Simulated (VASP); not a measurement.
Set up this calculation in VASP 6.6.1, as the native input.

| Property | Result |
| --- | --- |
| Task | single point |
| Functional | r2SCAN |
| Potentials or basis | VASP PAW PBE potentials, release 64 (Ti_sv, O) |
| Cutoff | 520 eV |
| k mesh | 6 × 6 × 8 |
| Occupations | gaussian, width 0.01 eV |
| Spin | no spin polarisation |
| Dipole correction | no |
| Further INCAR settings | ALGO = Normal; EDIFF = 1e-06; NBANDS = 33 |

TiO2:

```xyz
6
Lattice="4.5968 0.0000 0.0000 0.0000 4.5968 0.0000 0.0000 0.0000 2.9535" Properties=species:S:1:pos:R:3 pbc="T T T"
Ti    2.2984    2.2984    0.0000
Ti    0.0000    0.0000    1.4768
O     3.1964    3.1964    1.4768
O     3.6988    0.8980    0.0000
O     0.8980    3.6988    0.0000
O     1.4004    1.4004    1.4768
```

The input as run:

POSCAR

```
TiO2
1.0
    4.5968452312      0.0000000000      0.0000000000
    0.0000000000      4.5968452312      0.0000000000
    0.0000000000      0.0000000000      2.9535027930
Ti O
2 4
Direct
    0.5000000000      0.5000000000      0.0000000000
    0.0000000000      0.0000000000      0.5000000000
    0.6953570144      0.6953570144      0.5000000000
    0.8046429856      0.1953570144      0.0000000000
    0.1953570144      0.8046429856      0.0000000000
    0.3046429856      0.3046429856      0.5000000000
```

INCAR.step1

```
SYSTEM = TiO2
PREC = Accurate ; ENCUT = 520
ISMEAR = 0 ; SIGMA = 0.01
LREAL = .False. ; LASPH = .True.
NELM = 100 ; NBANDS = 33
GGA = PE ; ALGO = Normal
EDIFF = 1E-4 ; LWAVE = .True.
LCHARG = .False.
```

INCAR.step2

```
SYSTEM = TiO2
PREC = Accurate ; ENCUT = 520
EDIFF = 1E-6 ; ISMEAR = 0
SIGMA = 0.01 ; LREAL = .False.
LASPH = .True. ; NELM = 100
ALGO = Normal ; ISIF = 2
LWAVE = .False. ; LCHARG = .True.
METAGGA = R2SCAN ; LMIXTAU = .True.
LELF = .True. ; LVHAR = .True.
NBANDS = 33 ; ISTART = 1
```

KPOINTS

```
Automatic mesh
0
Gamma
  6 6 8
  0 0 0
```

Potentials or basis: VASP PAW PBE potentials, release 64 (Ti_sv, O).

Run with:

```console
$ cat potpaw_PBE.64/Ti_sv/POTCAR potpaw_PBE.64/O/POTCAR > POTCAR
$ cp INCAR.step1 INCAR
$ mpirun -np 1 vasp_std > vasp.out
$ cp INCAR.step2 INCAR
$ mpirun -np 1 vasp_std > vasp.out
```

Results of the run:

The pressure is 1.3 GPa, the largest force is 0.038 eV/Å and the band gap on the k mesh is 2.23 eV.

Caveat: the PAW data sets were made with another functional, which shifts forces and pressure a little.

Wall time 4.2 min on 1 thread of Intel(R) Xeon(R) Platinum 8375C CPU @ 2.90GHz (Ice Lake) (shared host), peak memory 0.23 GiB.
